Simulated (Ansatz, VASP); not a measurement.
# Sc in VASP and in Ansatz

```xyz
1
Lattice="0.0000 2.2600 2.2600 2.2600 0.0000 2.2600 2.2600 2.2600 0.0000" Properties=species:S:1:pos:R:3 pbc="T T T"
Sc    0.0000    0.0000    0.0000
```

Alike in both runs: task relaxation of cell and atoms; functional revPBE; k mesh 10 × 10 × 10; occupations fermi-dirac, width 0.05 eV; no spin polarisation.

|  | VASP | Ansatz |
| --- | --- | --- |
| version | VASP 6.6.1 | Ansatz 0.2.0 |
| potentials or method | VASP PAW PBE potentials, release 64 (Sc_sv) | Ansatz PAW |
| plane-wave cutoff (eV) | 600 | 420 |
| valence electrons in the cell | 11 | 11 |

|  | VASP | Ansatz | Ansatz less VASP |
| --- | --- | --- | --- |
| gap on the k mesh at the Fermi level, each at its own relaxed structure (eV) | none | none | - |
| relaxed volume (Å³/atom) | 25.46 | 25.45 | -0.010 |
| relaxed cell length with the largest relative difference (Å) | 3.302 | 3.302 | -0.0004 |

VASP's potentials were made for PBE, not for revPBE. A gap of «none» marks a metal or a gap that the smearing closes.

Noted on Ansatz's run: the plane-wave basis is chosen anew once the cell has moved, so the energies of steps on either side of that aren't comparable.
